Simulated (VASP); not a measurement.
## BAs: single point with PBE+D4

The system is BAs.

```
B As
1.0
     0.00000    2.36794    2.36794
     2.36794    0.00000    2.36794
     2.36794    2.36794    0.00000
B As
1 1
Direct
  0.00000 0.00000 0.00000
  0.25000 0.25000 0.25000
```

```yaml
Program: VASP 6.6.1
Task: single point
Functional: PBE
Dispersion: D4
Potentials_or_basis: VASP PAW PBE potentials, release 64 (B, As)
Cutoff: 500 eV
k_mesh: 8 × 8 × 8
Occupations: methfessel-paxton, width 0.01 eV
Spin: no spin polarisation
```

* Pressure: 2.8 GPa
* Band gap on the k mesh: 1.16 eV, indirect (least direct gap 3.31 eV)
* Dispersion energy per atom: -0.386 eV

Levels at points of the mesh, in eV from the valence-band top:
```tsv
k point	band 2	band 3	band 4	band 5	band 6	band 7
(0.00, 0.00, 0.00)	0.00	0.00	0.00	3.31	3.31	3.31
(0.50, 0.00, 0.00)	-8.98	-1.87	-1.87	2.85	4.81	4.81
(0.50, 0.50, 0.00)	-8.68	-4.19	-4.19	1.39	1.42	11.62
```

Run time: 5.2 s on 1 thread of Intel(R) Xeon(R) 6975P-C (Granite Rapids) (shared host), peak memory 0.13 GiB.

A k mesh can miss the band edges.
